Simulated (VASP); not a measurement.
Here is a VASP 6.6.1 calculation.

The input INCAR:

```
SYSTEM = Nb
ALGO     = Normal         ! electronic algorithm
EDIFF    = 1E-6           ! SCF threshold, eV
ENCUT    = 520            ! plane-wave cutoff, eV
GGA      = PS             ! functional
ISIF     = 2              ! what is computed and relaxed
ISMEAR   = -1             ! smearing method
LASPH    = .TRUE.         ! aspherical terms in the spheres
LCHARG   = .TRUE.         ! write CHGCAR
LELF     = .TRUE.         ! ELF
LREAL    = .FALSE.        ! projectors in reciprocal space
LVHAR    = .TRUE.       
LWAVE    = .FALSE.        ! write WAVECAR
NBANDS   = 12             ! bands
NELM     = 80             ! most SCF steps
PREC     = Accurate       ! precision mode
SIGMA    = 0.05           ! smearing width, eV
```

KPOINTS

```
k-points
0
G
  18 18 18
  0 0 0
```

File POSCAR:

```
Nb
1.0
   -1.3406644662      1.3406644662      1.3406644662
    1.3406644662     -1.3406644662      1.3406644662
    1.3406644662      1.3406644662     -1.3406644662
Nb
1
Direct
    0.0000000000      0.0000000000      0.0000000000
```

Potentials or basis: VASP PAW PBE potentials, release 64 (Nb_sv).

Launch:

```sh
$ cat potpaw_PBE.64/Nb_sv/POTCAR > POTCAR
$ mpirun -np 1 vasp_std > vasp.out
```

(1) What does it give for the pressure?

Answers

(1) 326.3 GPa.

Caveat: the PAW data sets were made with another functional, which shifts forces and pressure a little.
